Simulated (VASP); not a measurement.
# Bi (P6_3/mmc) in VASP: notebook, part 2 of 2

VASP 6.6.1.

### Step 3. Single point, PBEsol

File INCAR:

```
SYSTEM = Bi
ALGO = Normal
EDIFF = 1E-6
ENCUT = 520
GGA = PS
ISIF = 2
ISMEAR = -1
LASPH = .True.
LCHARG = .False.
LREAL = .False.
LWAVE = .False.
NBANDS = 22
NELM = 60
PREC = Accurate
SIGMA = 0.08
```

File KPOINTS:

```
k-points
0
Gamma
  16 16 9
  0 0 0
```

File POSCAR:

```
Bi
1.0
    2.6653639273      0.0000000000      0.0000000000
   -1.3326819637      2.3082728714      0.0000000000
    0.0000000000      0.0000000000      4.2287911186
Bi
2
Direct
    0.3333333333      0.6666666667      0.2500000000
    0.6666666667      0.3333333333      0.7500000000
```

Potentials or basis: VASP PAW PBE potentials, release 64 (Bi_d).

Launch:

```bash
$ cat potpaw_PBE.64/Bi_d/POTCAR > POTCAR
$ mpirun -np 1 vasp_std > vasp.out
```

OUTCAR:

```text
SYSTEM = Bi
   EDIFF = 1E-6
   ENCUT = 520
   GGA = PS
   ISIF = 2
   ISMEAR = -1
   LASPH = .True.
   LREAL = .False.
   NELM = 60
   PREC = Accurate

 ion  position               nearest neighbor table
   1  0.333  0.667  0.250-   2 2.62   2 2.62   2 2.62   2 2.62   2 2.62   2 2.62   2 3.73   2 3.73
                             2 3.73   2 3.73   2 3.73   2 3.73
   2  0.667  0.333  0.750-   1 2.62   1 2.62   1 2.62   1 2.62   1 2.62   1 2.62   1 3.73   1 3.73
                             1 3.73   1 3.73   1 3.73   1 3.73

  LATTYP: Found a hexagonal cell.
 ALAT       =     2.6653639273
 C/A-ratio  =     1.5865717530

  Lattice vectors:

 A1 = (   2.6653639273,   0.0000000000,   0.0000000000)
 A2 = (  -1.3326819637,   2.3082728714,   0.0000000000)
 A3 = (   0.0000000000,   0.0000000000,   4.2287911186)

Analysis of symmetry for initial positions (statically):
=====================================================================
 Subroutine PRICEL returns:
 Original cell was already a primitive cell.

 Routine SETGRP: Setting up the symmetry group for a
 hexagonal supercell.

 Subroutine GETGRP returns: Found 24 space group operations
 (whereof 12 operations were pure point group operations)
 out of a pool of 24 trial point group operations.

The static configuration has the point symmetry D_3d.
 The point group associated with its full space group is D_6h.

Analysis of symmetry for dynamics (positions and initial velocities):
=====================================================================
 Subroutine PRICEL returns:
 Original cell was already a primitive cell.

 Routine SETGRP: Setting up the symmetry group for a
 hexagonal supercell.

 Subroutine GETGRP returns: Found 24 space group operations
 (whereof 12 operations were pure point group operations)
 out of a pool of 24 trial point group operations.

The dynamic configuration has the point symmetry D_3d.
 The point group associated with its full space group is D_6h.

 Subroutine INISYM returns: Found 24 space group operations
 (whereof 12 operations are pure point group operations),
 and found     1 'primitive' translations

[... 106 lines left out ...]
   NUPDOWN=      -1.0000    fix difference up-down
   EMIN   =  10.00;   EMAX   =-10.00  energy-range for DOS
   EFERMI =   0.00;   METHOD = LEGACY
   ISMEAR =    -1;   SIGMA  =   0.08  broadening in eV -4-tet -1-fermi 0-gaus
   EFERMI_NEDOS =   21; number of points for ismear=-14 and -15
   IALGO  =     38    algorithm
   IMIX   =      4    mixing-type and parameters
     AMIX     =   0.40;   BMIX     =  1.00
     AMIX_MAG =   1.60;   BMIX_MAG =  1.00
  volume/ion in A,a.u.               =      13.01        87.79
  Fermi-wavevector in a.u.,A,eV,Ry     =   1.716703  3.244099 40.097332  2.947071
  Thomas-Fermi vector in A             =   2.793840
   LORBIT       =      0    0 simple, 1 ext, 2 COOP (PROOUT), +10 PAW based schemes
   GGA     = PS    functional components
   LHFCALC =     F    Hartree Fock is set to
   AEXX    =    0.0000 exact exchange contribution
   IVDW    =     0    specifies the selected vdW correction
   LEPSILON=     F    determine dielectric tensor
   LRPA    =     F    only Hartree local field effects (RPA)
 non-spin polarized calculation
  energy-cutoff  :      520.00
  volume of cell :       26.02
 maximum number of plane-waves:       718
 NGX is ok and might be reduce to    20
   NGX =  9   NGY =  9   NGZ = 15

 number of electron      30.0000010 magnetization

 Free energy of the ion-electron system (eV)
  ---------------------------------------------------
  ext. energy  EPLUGINS =         0.00000000
  ---------------------------------------------------
  free energy    TOTEN  =         8.91529936 eV

  energy without entropy =        8.92945449  energy(sigma->0) =        8.92237692

 E-fermi :  25.0963     XC(G=0): -15.3301

 val. band max:       25.0285577029   @ k =   0.2500   0.2500   0.2222
 cond. band min:      25.1163180347   @ k =   0.2500   0.0625   0.1111
 fundamental gap:      0.0877603319
 Fermi energy:        25.0962562896

 k-point     1 :       0.0000    0.0000    0.0000
  band No.  band energies     occupation
      1      -2.0773      2.00000
      2      -1.1301      2.00000
      3      -1.0475      2.00000
      4      -1.0475      2.00000
      5      -0.8431      2.00000
      6      -0.8431      2.00000
[... 589 lines left out ...]
     21      38.2104      0.00000
     22      39.3008      0.00000

 [... further k-points ...]
[... 5 lines left out ...]
  --------------------------------------------------------------------------------------
  -------------------------------------------------------------------------------------
  Total       58.5699554     58.5699554     58.5320801     -0.0000000      0.0000000      0.0000000
  in kB     3606.8292166   3606.8292167   3604.4967972     -0.0000001      0.0000000      0.0000000
  external PRESSURE =    3606.0517435 kB  Pullay stress =       0.0000000 kB

 VOLUME and BASIS-vectors are now :
 -----------------------------------------------------------------------------
  energy-cutoff  :      520.00
  volume of cell :       26.02
      direct lattice vectors                 reciprocal lattice vectors
     2.665363927  0.000000000  0.000000000     0.375183287  0.216612172  0.000000000
    -1.332681964  2.308272871  0.000000000     0.000000000  0.433224344  0.000000000
     0.000000000  0.000000000  4.228791119     0.000000000  0.000000000  0.236474201

 POSITION                                       TOTAL-FORCE (eV/Angst)
 -----------------------------------------------------------------------------------
     -0.00000      1.53885      1.05720        -0.000000     -0.000000      0.000000
      1.33268      0.76942      3.17159         0.000000      0.000000      0.000000
 -----------------------------------------------------------------------------------
    total drift:                               -0.000000      0.000000      0.000000

  FREE ENERGIE OF THE ION-ELECTRON SYSTEM (eV)
  ---------------------------------------------------
  free  energy   TOTEN  =         8.9152993608 eV

  energy  without entropy=        8.9294544865  energy(sigma->0) =        8.92237692
```

stdout:

```text
POSCAR found type information on POSCAR Bi
 POSCAR found :  1 types and       2 ions
 scaLAPACK will be used
 -----------------------------------------------------------------------------
|                                                                             |
|                                                                             |
|     You enforced a specific xc type in the INCAR file but a different       |
|     I HOPE YOU KNOW WHAT YOU ARE DOING!                                     |
|                                                                             |
 -----------------------------------------------------------------------------

 LDA part: xc-table for (Slater+PW92), standard interpolation
 POSCAR, INCAR and KPOINTS ok, starting setup
 FFT: planning ... GRIDC
 FFT: planning ... GRID_SOFT
 FFT: planning ... GRID
 WAVECAR not read
 entering main loop
```

Run time: 51 s. Hardware: 1 thread of Intel Xeon Platinum 8259CL at 2.50GHz (Skylake/Cascade Lake), shared host; peak memory 0.18 GiB.

Results:

```
Free energy            : 8.9153 eV
Pressure               : 360.6 GPa
Band gap on the k mesh : zero (band 15 reaches 32.12 eV, above the bottom of band 16 at 18.92 eV)
```

Caveat: the PAW data sets were made with another functional, which shifts forces and pressure a little; spin-orbit coupling is left out, which moves the levels of the heavy elements.

### Step 4. Relaxation of cell and atoms, PBEsol, target pressure 360 GPa, at which the enthalpy is minimised

This run uses another cell than the first one, of 12.95 Å³/atom, 0.995 times its volume.

File INCAR:

```
SYSTEM = Bi
PREC = Accurate
ENCUT = 600
EDIFF = 1E-7
ISMEAR = -1
SIGMA = 0.08
LREAL = .FALSE.
LASPH = .TRUE.
NELM = 80
ALGO = Normal
ISIF = 3
LWAVE = .FALSE.
LCHARG = .FALSE.
GGA = PS
IBRION = 2
NSW = 60
EDIFFG = -0.005
PSTRESS = 3600.0
```

File KPOINTS:

```
regular mesh
0
G
  16 16 9
  0 0 0
```

File POSCAR:

```
Bi
1.0
    2.6427348583      0.0000000000      0.0000000000
   -1.3213674291      2.2886755227      0.0000000000
    0.0000000000      0.0000000000      4.2812304704
Bi
2
Direct
    0.3333333333      0.6666666667      0.2500000000
    0.6666666667      0.3333333333      0.7500000000
```

Launch:

```bash
$ cat potpaw_PBE.64/Bi_d/POTCAR > POTCAR
$ mpirun -np 1 vasp_std > vasp.out
```

Wall time 8.4 min (1 thread of AMD EPYC 9R45 (Zen 5), shared host); peak memory 0.17 GiB.

Results (log left out):

```
Free energy                                            : 8.8781 eV
Relaxed volume                                         : 13.02 Å³/atom
Relaxed cell                                           : a = 2.666 Å, b = 2.666 Å, c = 4.229 Å, α = 90.00°, β = 90.00°, γ = 120.00°
Space group after relaxing (to 0.05 Å)                 : P6_3/mmc (No. 194)
Energy change on relaxing (the enthalpy is what falls) : -167.5 meV/atom
Ionic steps                                            : 9
Pressure after relaxing                                : 360.0 GPa
Band gap on the k mesh                                 : zero (band 15 reaches 32.09 eV, above the bottom of band 16 at 18.90 eV)
```

Step by step:
| step | energy change (eV) | largest force (eV/Å) | pressure (GPa) | volume (Å³) |
| --- | --- | --- | --- | --- |
| 1 | 0.0000 | 0.0000 | 366.91 | 25.89 |
| 2 | -4.1181 | 0.0000 | 277.62 | 28.00 |
| 3 | -0.6319 | 0.0000 | 353.29 | 26.17 |
| 4 | 1.0399 | 0.0000 | 388.72 | 25.51 |
| 5 | -0.4443 | 0.0000 | 357.55 | 26.08 |
| 6 | -0.3787 | 0.0000 | 359.04 | 26.05 |
| 7 | -0.3866 | 0.0000 | 358.87 | 26.06 |
| 8 | 0.0733 | 0.0000 | 368.93 | 25.85 |
| 9 | -0.3350 | 0.0000 | 360.01 | 26.03 |

Final structure:
```
CELL_PARAMETERS angstrom
2.66612 0.00000 0.00000
-1.33306 2.30893 0.00000
0.00000 0.00000 4.22898
ATOMIC_POSITIONS crystal
Bi 0.33333 0.66667 0.25000
Bi 0.66667 0.33333 0.75000
```

Levels at points of the mesh, in eV from the Fermi level:
```csv
k point,band 11,band 12,band 13,band 14,band 15,band 16,band 17,band 18,band 19
"(0.00, 0.00, 0.00)",-24.57,-13.36,-12.69,5.26,7.00,7.00,7.40,7.59,11.07
"(0.50, 0.00, 0.00)",-15.03,-14.60,-6.18,-5.57,-5.25,-1.45,-0.54,5.17,6.71
```

Caveat: the cell is relaxed towards a set pressure, so the enthalpy falls and the energy may rise; the PAW data sets were made with another functional, which shifts forces and pressure a little; spin-orbit coupling is left out, which moves the levels of the heavy elements.

### Step 5. Summary

```csv
task,cell,cutoff (eV),gap on the mesh (eV),pressure (GPa)
single point,"a = 2.666, b = 2.666, c = 4.229 Å, angles 90.0, 90.0, 120.0°, 2 atoms",520,none,360.2
single point,"a = 2.665, b = 2.665, c = 4.229 Å, angles 90.0, 90.0, 120.0°, 2 atoms",520,none,360.6
relaxation of cell and atoms,"relaxed to 360 GPa from a = 2.643, b = 2.643, c = 4.281 Å, angles 90.0, 90.0, 120.0°, 2 atoms",600,none,360.0
```

Alike in all rows: level PBEsol; potentials or basis VASP PAW PBE potentials, release 64 (Bi_d); no spin polarisation; k mesh 16 × 16 × 9; smearing fermi-dirac 0.08 eV.

Caveats: the PAW data sets were made with another functional, which shifts forces and pressure a little; spin-orbit coupling is left out, which moves the levels of the heavy elements; the cell is relaxed towards a set pressure, so the enthalpy falls and the energy may rise (some runs).

Total energies depend on the potentials used, so only differences within one code and one set of settings carry meaning.
